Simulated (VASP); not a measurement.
Input of a VASP 6.6.1 run:

INCAR

```
SYSTEM = Li
ALGO = Fast
EDIFF = 1E-6
ENCUT = 520
GGA = PE
ISIF = 2
ISMEAR = 0
LASPH = .True.
LCHARG = .True.
LELF = .True.
LREAL = .False.
LVHAR = .True.
LWAVE = .False.
NBANDS = 8
NELM = 100
PREC = Accurate
SIGMA = 0.15
```

Contents of KPOINTS:

```
k-points
0
Gamma
  22 22 22
  0 0 0
```

The input POSCAR:

```
Li
1.0
   -1.1241605041      1.8084321153      1.8084321153
    1.8084321153     -1.1241605041      1.8084321153
    1.8084321153      1.8084321153     -1.1241605041
Li
1
Direct
    0.0000000000      0.0000000000      0.0000000000
```

Potentials or basis: VASP PAW PBE potentials, release 64 (Li_sv).

Run with:

```console
$ cat potpaw_PBE.64/Li_sv/POTCAR > POTCAR
$ mpirun -np 1 vasp_std > vasp.out
```

**Question.** Predict the band gap on the k mesh.

**Answer.** Zero (an odd number of electrons rules out a gap without spin polarisation).
